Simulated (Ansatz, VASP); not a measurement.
# Two plane-wave programs on Ta

Contents of POSCAR:

```
Ta
1.0
   -1.6512800000      1.6512800000      1.6512800000
    1.6512800000     -1.6512800000      1.6512800000
    1.6512800000      1.6512800000     -1.6512800000
Ta
1
Direct
    0.0000000000      0.0000000000      0.0000000000
```

The input INCAR.step1:

```
PREC = Accurate ; ENCUT = 520
ISMEAR = 0 ; SIGMA = 0.15
LREAL = False ; LASPH = True
NELM = 100 ; NBANDS = 12
GGA = PE ; ALGO = Normal
EDIFF = 1E-4 ; LWAVE = True
LCHARG = False
```

INCAR.step2

```
PREC = Accurate ; ENCUT = 520
EDIFF = 1E-7 ; ISMEAR = 0
SIGMA = 0.15 ; LREAL = False
LASPH = True ; NELM = 100
ALGO = Normal ; ISIF = 2
LWAVE = False ; LCHARG = True
METAGGA = R2SCAN ; LMIXTAU = True
LELF = True ; LVHAR = True
NBANDS = 12 ; ISTART = 1
```

Contents of KPOINTS:

```
Automatic mesh
0
Gamma
  22 22 22
```

Input for Ansatz:

```yaml
crystal:
  lattice:
    - [-1.65128, 1.65128, 1.65128]
    - [1.65128, -1.65128, 1.65128]
    - [1.65128, 1.65128, -1.65128]
  atoms:
    - { symbol: Ta, position: [0.0, 0.0, 0.0] }
basis:
  ecutwfc: 500
kpoints:
  mp_grid: { grid: [22, 22, 22] }
hamiltonian:
  xc: r2scan
scf:
  occupations: { method: gaussian, width: 0.15 }
output:
  forces: true
  stress: true
  eigenvalues: true
```

Alike in both runs: task single point; functional r2SCAN; k mesh 22 × 22 × 22; occupations gaussian, width 0.15 eV; no spin polarisation.

```csv
,VASP,Ansatz
version,VASP 6.6.1,Ansatz 0.2.0
potentials or method,"VASP PAW PBE potentials, release 64 (Ta_pv), cutoff 520 eV","scalar-relativistic, plane waves, PAW"
valence electrons in the cell,11,13
```

```csv
,VASP,Ansatz,Ansatz less VASP
gap on the k mesh at the Fermi level (eV),none,none,-
pressure (GPa),1.3,0.6,-0.64
```

VASP's potentials were made for PBE, not for r2SCAN. A gap of «none» marks a metal or a gap that the smearing closes. VASP's potentials hold 11 valence electrons a cell and Ansatz's 13, so a difference there can come from the potentials and not from the codes.

Spin-orbit coupling is off throughout.
